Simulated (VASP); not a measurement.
Runs of VASP 6.6.1 on Ag. The structure is that of space group Fd-3m (No. 227), or close to it. The cells are those of the table. This isn't the form of Ag at room conditions, which is fcc.

```tsv
cell	k mesh	gap on the mesh (eV)	pressure (GPa)
a = 4.310 Å, angles 60.0°, 2 atoms	10 × 10 × 10	none	0.1
a = 4.422 Å, angles 60.0°, 2 atoms	10 × 10 × 10	none	-2.4
a = 4.191 Å, angles 60.0°, 2 atoms	10 × 10 × 10	none	(a)
a = 4.310 Å, angles 60.0°, 2 atoms	15 × 15 × 15	none	0.1
```

Alike in all rows: task single point; level r2SCAN; potentials or basis VASP PAW PBE potentials, release 64 (Ag); no spin polarisation; cutoff (eV) 520; smearing fermi-dirac 0.1 eV.

**Question.** Estimate the missing entries.

**Answer.** (a) 4.2.

Caveats: the PAW data sets were made with another functional, which shifts forces and pressure a little; the cell stands under pressure (at least some runs).

A k mesh can miss the band edges, and the runs leave out spin-orbit coupling on Ag.

A gap of «none» marks levels without a gap at the run's occupations.
